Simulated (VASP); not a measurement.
Input of a VASP 6.6.1 run:

The input POSCAR:

```
KI
1.0
    0.0000000000      3.9658945178      3.9658945178
    3.9658945178      0.0000000000      3.9658945178
    3.9658945178      3.9658945178      0.0000000000
K I
1 1
Direct
    0.0000000000      0.0000000000      0.0000000000
    0.2500000000      0.2500000000      0.2500000000
```

File INCAR.step1:

```
ALGO = Normal
EDIFF = 1E-4
ENCUT = 520
GGA = PE
ISMEAR = 0
LASPH = True
LCHARG = False
LREAL = False
LWAVE = True
NBANDS = 15
NELM = 60
PREC = Accurate
SIGMA = 0.01
```

INCAR.step2

```
ALGO = Normal
EDIFF = 1E-6
ENCUT = 520
ISIF = 2
ISMEAR = 0
ISTART = 1
LASPH = True
LCHARG = False
LMIXTAU = True
LREAL = False
LWAVE = False
METAGGA = R2SCAN
NBANDS = 15
NELM = 60
PREC = Accurate
SIGMA = 0.01
```

KPOINTS

```
k-points
0
Gamma
  4 4 4
```

Potentials or basis: VASP PAW PBE potentials, release 64 (K_sv, I).

Launch:

```console
$ cat potpaw_PBE.64/K_sv/POTCAR potpaw_PBE.64/I/POTCAR > POTCAR
$ cp INCAR.step1 INCAR
$ mpirun -np 1 vasp_std > vasp.out
$ cp INCAR.step2 INCAR
$ mpirun -np 1 vasp_std > vasp.out
```

Q: Estimate the band gap on the k mesh.

A: 4.47 eV.

Q: Estimate the pressure.

A: 0.0 GPa.

Caveat: the PAW data sets were made with another functional, which shifts forces and pressure a little; spin-orbit coupling is left out, which moves the levels of the heavy elements.
